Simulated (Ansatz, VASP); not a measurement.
## Two plane-wave programs on MgS

INCAR

```
SYSTEM = MgS
AGGAC    = 1.0          
AGGAX    = 1.0          
ALDAC    = 0.0          
ALDAX    = 1.0          
ALGO     = Normal         ! electronic algorithm
EDIFF    = 1E-6           ! SCF threshold, eV
ENCUT    = 600            ! plane-wave cutoff, eV
GGA      = B5             ! functional
GGA_COMPAT= .FALSE.      
ISIF     = 2              ! what is computed and relaxed
ISMEAR   = 0              ! smearing method
IVDW     = 12             ! dispersion correction
LASPH    = .TRUE.         ! aspherical terms in the spheres
LCHARG   = .FALSE.        ! write CHGCAR
LREAL    = .FALSE.        ! projectors in reciprocal space
LWAVE    = .FALSE.        ! write WAVECAR
NBANDS   = 11             ! bands
NELM     = 120            ! most SCF steps
PREC     = Accurate       ! precision mode
SIGMA    = 0.05           ! smearing width, eV
VDW_A1   = 0.4298       
VDW_A2   = 4.2359       
VDW_S6   = 1.0          
VDW_S8   = 2.6996
```

The input KPOINTS:

```
k-points
0
G
  8 8 8
  0 0 0
```

The input POSCAR:

```
MgS
1.0
    0.0000000000      2.5809102791      2.5809102791
    2.5809102791      0.0000000000      2.5809102791
    2.5809102791      2.5809102791      0.0000000000
Mg S
1 1
Direct
    0.0000000000      0.0000000000      0.0000000000
    0.5000000000      0.5000000000      0.5000000000
```

Input for Ansatz:

```yaml
crystal:
  lattice:
    - [0.0, 2.5809102791, 2.5809102791]
    - [2.5809102791, 0.0, 2.5809102791]
    - [2.5809102791, 2.5809102791, 0.0]
  atoms:
    - { symbol: Mg, position: [0.0, 0.0, 0.0] }
    - { symbol: S, position: [0.5, 0.5, 0.5] }
basis:
  ecutwfc: 420
  ecutrho_ratio: 4
kpoints:
  mp_grid: { grid: [8, 8, 8] }
hamiltonian:
  xc: blyp
  dispersion: d3bj
scf:
  occupations: { method: gaussian, width: 0.05 }
output:
  forces: true
  stress: true
  eigenvalues: true
```

Alike in both runs: task single point; functional BLYP; dispersion D3(BJ); k mesh 8 × 8 × 8; occupations gaussian, width 0.05 eV; no spin polarisation.

|  | VASP | Ansatz |
| --- | --- | --- |
| version | VASP 6.6.1 | Ansatz 0.2.0 |
| potentials or method | VASP PAW PBE potentials, release 64 (Mg, S), cutoff 600 eV | scalar-relativistic, plane waves, PAW |
| valence electrons in the cell | 8 | 16 |

```tsv
	VASP	Ansatz	Ansatz less VASP
gap on the k mesh at the Fermi level (eV)	2.89	2.89	+0.003
least direct gap on the mesh (eV)	4.08	4.07	-0.010
pressure (GPa)	-2.0	-1.8	+0.21
```

VASP's potentials were made for PBE, not for BLYP. VASP's potentials hold 8 valence electrons a cell and Ansatz's 16, so a difference there can come from the potentials and not from the codes.
